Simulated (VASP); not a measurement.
Here is a VASP 6.6.1 calculation.

Contents of INCAR:

```
SYSTEM = HfO2
  ALGO = Normal
  EDIFF = 1E-7
  ENCUT = 520
  GGA = PE
  ISIF = 2
  ISMEAR = 0
  LASPH = .TRUE.
  LCHARG = .FALSE.
  LREAL = .FALSE.
  LWAVE = .FALSE.
  NBANDS = 18
  NELM = 100
  PREC = Accurate
  SIGMA = 0.05
```

The input KPOINTS:

```
k-points
0
G
  12 12 6
  0 0 0
```

The input POSCAR:

```
HfO2
1.0
    3.2500632076      0.0000000000      0.0000000000
   -1.6250316038      2.8146373017      0.0000000000
    0.0000000000      0.0000000000      5.3847449399
Hf O
1 2
Direct
    0.0000000000      0.0000000000      0.0000000000
    0.3333333333      0.6666666667      0.1801650878
    0.6666666667      0.3333333333      0.8198349122
```

Potentials or basis: VASP PAW PBE potentials, release 64 (Hf_pv, O).

Command:

```console
$ cat potpaw_PBE.64/Hf_pv/POTCAR potpaw_PBE.64/O/POTCAR > POTCAR
$ mpirun -np 1 vasp_std > vasp.out
```

Task: Predict the band gap on the k mesh.

Result: 4.75 eV (least direct gap 4.99 eV).

Task: Predict the pressure.

Result: -1.9 GPa.

Task: Estimate the largest force.

Result: 0.191 eV/Å.

Forces on the atoms (eV/Å):
```
Hf   0.000  0.000  0.000
O    0.000  0.000 -0.191
O    0.000  0.000  0.191
```

Caveat: spin-orbit coupling is left out, which moves the levels of the heavy elements. A k mesh can miss the band edges.
